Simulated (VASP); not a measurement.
A run of VASP 6.6.1 is set up as follows.

Contents of INCAR:

```
PREC = Accurate
ENCUT = 600
EDIFF = 1E-6
ISMEAR = -1
SIGMA = 0.15
LREAL = False
LASPH = True
NELM = 200
ALGO = Normal
ISIF = 2
LWAVE = False
LCHARG = False
ISPIN = 2
MAGMOM = 1.77 -0.03
LORBIT = 11
NUPDOWN = 1.7
LMAXMIX = 4
GGA = PE
NBANDS = 18
GGA_COMPAT = False
```

File KPOINTS:

```
Automatic mesh
0
Gamma
  9 9 9
```

Contents of POSCAR:

```
FeO
1.0
    0.0000000000      2.1554000000      2.1554000000
    2.1554000000      0.0000000000      2.1554000000
    2.1554000000      2.1554000000      0.0000000000
Fe O
1 1
Direct
    0.0000000000      0.0000000000      0.0000000000
    0.5000000000      0.5000000000      0.5000000000
```

Potentials or basis: VASP PAW PBE potentials, release 64 (Fe, O).

Command:

```sh
$ cat potpaw_PBE.64/Fe/POTCAR potpaw_PBE.64/O/POTCAR > POTCAR
$ mpirun -np 1 vasp_std > vasp.out
```

Problem. Predict the pressure.

Solution. -19.2 GPa.

Caveat: the cell stands under tension; the total moment is fixed, so each spin has its own Fermi level and the state may be an excited one; a cell with one magnetic atom can't hold antiferromagnetic order, which such compounds often take.
